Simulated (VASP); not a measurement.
Wanted: the native input for a VASP 6.6.1 run.

```
Task                   : relaxation of cell and atoms
Functional             : PBE
Potentials or basis    : VASP PAW PBE potentials, release 64 (Ti_sv, B)
Cutoff                 : 500 eV
k mesh                 : 13 × 13 × 10
Occupations            : fermi-dirac, width 0.15 eV
Spin                   : no spin polarisation
Target pressure        : 30 GPa
Dipole correction      : no
Further INCAR settings : ALGO = Normal; EDIFF = 1e-07; IBRION = 2; EDIFFG = -0.02; NSW = 80; ISIF = 3
```

The structure of TiB2 lies in POSCAR:

```
TiB2
1.0
    3.0292000000      0.0000000000      0.0000000000
   -1.5146000000      2.6233640000      0.0000000000
    0.0000000000      0.0000000000      3.2284000000
Ti B
1 2
Direct
    0.0000000000      0.0000000000      0.0000000000
    0.3333333333      0.6666666667      0.5000000000
    0.6666666667      0.3333333333      0.5000000000
```

These files were run (other wordings do the same):

INCAR

```
PREC = Accurate ; ENCUT = 500
EDIFF = 1E-7 ; ISMEAR = -1
SIGMA = 0.15 ; LREAL = False
LASPH = True ; NELM = 120
ALGO = Normal ; ISIF = 3
LWAVE = False ; LCHARG = False
GGA = PE ; IBRION = 2
NSW = 80 ; EDIFFG = -0.02
PSTRESS = 300.0 ; GGA_COMPAT = False
NELMIN = 4
```

KPOINTS

```
regular mesh
0
Gamma
  13 13 10
```

Potentials or basis: VASP PAW PBE potentials, release 64 (Ti_sv, B).

Command:

```sh
$ cat potpaw_PBE.64/Ti_sv/POTCAR potpaw_PBE.64/B/POTCAR > POTCAR
$ mpirun -np 1 vasp_std > vasp.out
```

It gave:

```json
{
 "Relaxed volume": "7.76 Å³/atom",
 "Relaxed cell": "a = 2.947 Å, b = 2.947 Å, c = 3.094 Å, α = 90.00°, β = 90.00°, γ = 120.00°",
 "Space group after relaxing (to 0.05 Å)": "P6/mmm (No. 191)",
 "Energy change on relaxing (the enthalpy is what falls)": "+69.8 meV/atom",
 "Ionic steps": "9",
 "Pressure after relaxing": "30.0 GPa",
 "Band gap on the k mesh": "zero (band 9 reaches 11.42 eV, above the bottom of band 10 at 10.81 eV)"
}
```

Caveat: the cell is relaxed towards a set pressure, so the enthalpy falls and the energy may rise.

Wall time 2.4 min on 1 thread of Intel Xeon 6975P-C, on a shared host, peak memory 0.18 GiB.
